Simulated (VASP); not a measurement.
**BeSn2S3: single point with PBE**

The system is BeSn2S3.

```
Be Sn S
1.0
     3.64091    0.23037   -0.18852
    -0.38690    5.14379   -0.81245
    -1.20020   -2.01304    9.32071
Be Sn S
1 2 3
Direct
  0.97362 0.55726 0.02084
  0.35778 0.00443 0.79100
  0.66431 0.01889 0.40234
  0.52649 0.62390 0.12738
  0.86058 0.36655 0.79288
  0.20861 0.76003 0.49520
```

The cell was generated, and may not be a known phase.

| Quantity | Value |
| --- | --- |
| Program | VASP 6.6.1 |
| Task | single point |
| Functional | PBE |
| Potentials or basis | VASP PAW PBE potentials, release 64 (Be, Sn_d, S) |
| Cutoff | 600 eV |
| k mesh | 4 × 4 × 2 |
| Occupations | gaussian, width 0.1 eV |
| Spin | no spin polarisation |
| Dipole correction | no |
| Further INCAR settings | ALGO = Normal; EDIFF = 1e-06; NBANDS = 33 |

```
Pressure               : 0.0 GPa
Largest force          : 0.029 eV/Å
Band gap on the k mesh : 1.02 eV (least direct gap 1.78 eV)
```

Forces on the atoms (eV/Å):
```
Be  -0.002 -0.004  0.007
Sn  -0.003 -0.016  0.007
Sn  -0.004  0.026 -0.001
S    0.007 -0.004  0.013
S   -0.003  0.013 -0.026
S    0.005 -0.015 -0.001
```

Stress tensor (GPa, compression positive):
```
 0.00  0.00  0.01
 0.00  0.07 -0.06
 0.01 -0.06  0.05
```

Levels at points of the mesh, in eV from the valence-band top:
```csv
k point,band 21,band 22,band 23,band 24,band 25,band 26,band 27,band 28
"(0.00, 0.00, 0.00)",-1.75,-1.46,-1.20,-1.08,2.71,3.07,3.41,3.69
"(0.50, 0.00, 0.00)",-2.01,-1.56,-0.88,-0.76,1.02,1.58,2.86,3.19
"(0.00, 0.50, 0.00)",-1.48,-1.20,-0.42,-0.06,2.02,2.34,3.04,3.87
"(0.50, 0.50, 0.00)",-2.53,-1.90,-1.57,-0.88,2.22,2.77,3.13,3.28
"(0.00, 0.00, 0.50)",-1.58,-1.38,-1.24,-1.08,1.77,2.86,3.63,4.27
"(0.50, 0.00, 0.50)",-2.01,-1.55,-0.88,-0.76,1.02,1.58,2.87,3.20
"(0.00, 0.50, 0.50)",-1.44,-1.06,-0.30,0.00,2.14,2.37,3.11,3.75
"(0.50, 0.50, 0.50)",-2.54,-1.90,-1.56,-0.88,2.22,2.76,3.14,3.28
```

It took 2.4 min on 1 thread of Intel(R) Xeon(R) Platinum 8259CL CPU @ 2.50GHz (Skylake/Cascade Lake), with other jobs on the host, peak memory 0.37 GiB.

Caveat: the k points lie up to 0.44 Å⁻¹ apart; spin-orbit coupling is left out, which moves the levels of the heavy elements. A k mesh can miss the band edges.
